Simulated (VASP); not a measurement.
Set up this calculation in VASP 6.6.1, as the native input.

```
Task                   : single point
Functional             : PBE
Potentials or basis    : VASP PAW PBE potentials, release 64 (Ge_d)
Cutoff                 : 520 eV
k mesh                 : 9 × 9 × 12
Occupations            : fermi-dirac, width 0.08 eV
Spin                   : no spin polarisation
Dipole correction      : no
Further INCAR settings : ALGO = Normal; EDIFF = 1e-07; NBANDS = 28
```

The structure of Ge lies in POSCAR:

```
Ge
1.0
    4.3232999541      0.0000000000      0.0000000000
   -2.1616499770      3.7440875884      0.0000000000
    0.0000000000      0.0000000000      2.5444771166
Ge
3
Direct
    0.0000000000      0.0000000000      0.0000000000
    0.3333333333      0.6666666667      0.5000000000
    0.6666666667      0.3333333333      0.5000000000
```

These files were run (other wordings do the same):

INCAR

```
SYSTEM = Ge
ALGO = Normal
EDIFF = 1E-7
ENCUT = 520
GGA = PE
ISIF = 2
ISMEAR = -1
LASPH = .True.
LCHARG = .False.
LREAL = .False.
LWAVE = .False.
NBANDS = 28
NELM = 60
PREC = Accurate
SIGMA = 0.08
```

KPOINTS

```
k-points
0
Gamma
  9 9 12
  0 0 0
```

Potentials or basis: VASP PAW PBE potentials, release 64 (Ge_d).

The run is started by

```console
$ cat potpaw_PBE.64/Ge_d/POTCAR > POTCAR
$ mpirun -np 1 vasp_std > vasp.out
```

It gave:

The pressure is 48.2 GPa. The band gap on the k mesh is zero (band 21 reaches 14.25 eV, above the bottom of band 22 at 6.15 eV).

Wall time 59 s on 1 thread of AMD EPYC 7R43 64-Core Processor (Zen 3), on a shared host, peak memory 0.16 GiB.
